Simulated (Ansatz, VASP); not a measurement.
**Nb: VASP beside Ansatz**

```
CELL_PARAMETERS angstrom
0.00000 2.08642 2.08642
2.08642 0.00000 2.08642
2.08642 2.08642 0.00000
ATOMIC_POSITIONS crystal
Nb 0.00000 0.00000 0.00000
```

Change from the starting cell: volume scaled by 0.96.

Alike in both runs: task single point; functional PBE; k mesh 13 × 13 × 13; occupations fermi-dirac, width 0.08 eV; no spin polarisation.

|  | VASP | Ansatz |
| --- | --- | --- |
| version | VASP 6.6.1 | Ansatz 0.2.0 |
| potentials or method | VASP PAW PBE potentials, release 64 (Nb_sv), cutoff 520 eV | all-electron LAPW, scalar-relativistic |

```tsv
	VASP	Ansatz	Ansatz less VASP
pressure (GPa)	5.6	6.0	+0.32
```

Ansatz ran all-electron here, and VASP with PAW potentials.
